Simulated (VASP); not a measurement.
# CoGe (zincblende type): single point with LDA

The system is CoGe (zincblende type).

```xyz
2
Lattice="0.0000 2.5229 2.5229 2.5229 0.0000 2.5229 2.5229 2.5229 0.0000" Properties=species:S:1:pos:R:3 pbc="T T T"
Co    0.0000    0.0000    0.0000
Ge    1.2614    1.2614    1.2614
```

This cell differs from its parent crystal: volume scaled by 0.95.

```json
{
 "Program": "VASP 6.6.1",
 "Task": "single point",
 "Functional": "LDA",
 "Potentials or basis": "VASP PAW LDA potentials, release 64 (Co, Ge_d)",
 "Cutoff": "520 eV",
 "k mesh": "13 × 13 × 13",
 "Occupations": "fermi-dirac, width 0.05 eV",
 "Spin": "collinear spin, ferromagnetic start",
 "Starting moments": "[1.7, 0.0] μB",
 "Dipole correction": "no",
 "Further INCAR settings": "ALGO = Normal; EDIFF = 1e-06; NBANDS = 22"
}
```

```json
{
  "Pressure": "7.1 GPa",
  "Net moment": "0.00 μB per cell",
  "Valence electrons inside the program's atomic spheres": "Co 8.56; Ge 12.62"
}
```

Levels at points of the mesh, in eV from the Fermi level:
Spin up:
```tsv
k point	band 9	band 10	band 11	band 12	band 13	band 14
(0.00, 0.00, 0.00)	-2.46	-1.00	-1.00	6.79	6.79	6.79
```
Spin down:
| k point | band 7 | band 8 | band 9 | band 10 | band 11 | band 12 | band 13 | band 14 | band 15 | band 16 |
| --- | --- | --- | --- | --- | --- | --- | --- | --- | --- | --- |
| (0.00, 0.00, 0.00) | -2.46 | -2.46 | -2.46 | -1.00 | -1.00 | 6.79 | 6.79 | 6.79 | 8.40 | 9.14 |

Run time: 110 s on 1 thread of Intel(R) Xeon(R) Platinum 8259CL CPU @ 2.50GHz (Skylake/Cascade Lake) (shared host), peak memory 0.22 GiB.

Caveat: the starting moments collapsed, and a magnetic state may lie lower.
